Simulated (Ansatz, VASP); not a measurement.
**TiAl in VASP and in Ansatz**

Contents of INCAR:

```
  ALGO = Fast
  EDIFF = 1E-7
  ENCUT = 520
  GGA = PS
  ISIF = 2
  ISMEAR = 0
  LASPH = T
  LCHARG = T
  LELF = T
  LREAL = F
  LVHAR = T
  LWAVE = F
  NBANDS = 32
  NELM = 60
  PREC = Accurate
  SIGMA = 0.15
```

The input KPOINTS:

```
k-points
0
Gamma
  19 19 7
```

The input POSCAR:

```
TiAl
1.0
    0.0000000000     -3.1564740775      0.0000000000
    0.0000000000      0.0000000000     -3.1564740775
    9.7194222324      0.0000000000      0.0000000000
Ti Al
3 3
Direct
    0.0000000000      0.0000000000      0.2435533386
    0.0000000000      0.0000000000      0.5683127741
    0.0000000000      0.0000000000      0.8930722096
    0.5000000000      0.5000000000      0.0811736209
    0.5000000000      0.5000000000      0.4059330564
    0.5000000000      0.5000000000      0.7306924919
```

Input for Ansatz:

```yaml
crystal:
  lattice:
    - [0.0, -3.1564740775, 0.0]
    - [0.0, 0.0, -3.1564740775]
    - [9.7194222324, 0.0, 0.0]
  atoms:
    - { symbol: Ti, position: [0.0, 0.0, 0.2435533386] }
    - { symbol: Ti, position: [0.0, 0.0, 0.5683127741] }
    - { symbol: Ti, position: [0.0, 0.0, 0.8930722096] }
    - { symbol: Al, position: [0.5, 0.5, 0.0811736209] }
    - { symbol: Al, position: [0.5, 0.5, 0.4059330564] }
    - { symbol: Al, position: [0.5, 0.5, 0.7306924919] }
basis:
  ecutwfc: 420
kpoints:
  mp_grid: { grid: [19, 19, 7] }
hamiltonian:
  xc: pbesol
scf:
  occupations: { method: gaussian, width: 0.15 }
output:
  forces: true
  stress: true
  eigenvalues: true
```

Alike in both runs: task single point; functional PBEsol; k mesh 19 × 19 × 7; occupations gaussian, width 0.15 eV; no spin polarisation.

|  | VASP | Ansatz |
| --- | --- | --- |
| version | VASP 6.6.1 | Ansatz 0.2.0 |
| potentials or method | VASP PAW PBE potentials, release 64 (Ti_sv, Al), cutoff 520 eV | scalar-relativistic, plane waves, PAW |
| valence electrons in the cell | 45 | 45 |

Ansatz gave:

* gap on the k mesh at the Fermi level (eV): none
* pressure (GPa): -2.5
* traceless stress, the component that is largest in VASP (GPa): 1.00
* rms of the force components (eV/Å): 0.238

Task: What did VASP give for the same quantities?

Result: gap on the k mesh at the Fermi level (eV): none; pressure (GPa): -2.4; traceless stress, the component that is largest in VASP (GPa): 1.00; rms of the force components (eV/Å): 0.239.

VASP's potentials were made for PBE, not for PBEsol. Atom by atom the forces differ by 0.001 eV/Å (rms over components). A gap of «none» marks a metal or a gap that the smearing closes.
